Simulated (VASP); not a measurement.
A run of VASP 6.6.1:

POSCAR

```
BN
1.0
    3.6096275117      0.0000000000      0.0000000000
    0.0000000000     -3.6096275117      0.0000000000
    0.0000000000      0.0000000000     -3.6096275117
B N
4 4
Direct
    0.0000000000      0.0000000000      0.0000000000
    0.5000000000      0.5000000000      0.0000000000
    0.5000000000      0.0000000000      0.5000000000
    0.0000000000      0.5000000000      0.5000000000
    0.7500000000      0.7638518448      0.7500000000
    0.2500000000      0.2500000000      0.7500000000
    0.2500000000      0.7500000000      0.2500000000
    0.7500000000      0.2500000000      0.2500000000
```

File INCAR.step1:

```
SYSTEM = BN
PREC = Accurate
ENCUT = 1460
ISMEAR = 0
SIGMA = 0.05
LREAL = .False.
LASPH = .True.
NELM = 120
NBANDS = 26
GGA = PE
ALGO = Normal
EDIFF = 1E-5
LWAVE = .True.
LCHARG = .False.
GGA_COMPAT = .False.
```

File INCAR.step2:

```
SYSTEM = BN
PREC = Accurate
ENCUT = 1460
EDIFF = 1E-6
ISMEAR = 0
SIGMA = 0.05
LREAL = .False.
LASPH = .True.
NELM = 120
ALGO = Normal
ISIF = 2
LWAVE = .False.
LCHARG = .False.
METAGGA = R2SCAN
LMIXTAU = .True.
NBANDS = 26
ISTART = 1
GGA_COMPAT = .False.
```

File KPOINTS:

```
regular mesh
0
Gamma
  6 6 6
  0 0 0
```

Potentials or basis: VASP PAW PBE potentials, release 64 (B_h, N_h).

Command:

```sh
$ cat potpaw_PBE.64/B_h/POTCAR potpaw_PBE.64/N_h/POTCAR > POTCAR
$ cp INCAR.step1 INCAR
$ mpirun -np 1 vasp_std > vasp.out
$ cp INCAR.step2 INCAR
$ mpirun -np 1 vasp_std > vasp.out
```

Hardware: 1 thread of Intel(R) Xeon(R) Platinum 8488C (Sapphire Rapids), with other jobs on the host.

Q: Estimate the wall time of this run.

A: Wall time 8 min on 1 thread of Intel(R) Xeon(R) Platinum 8488C (Sapphire Rapids), with other jobs on the host, peak memory 0.49 GiB. Counts: k points 52.
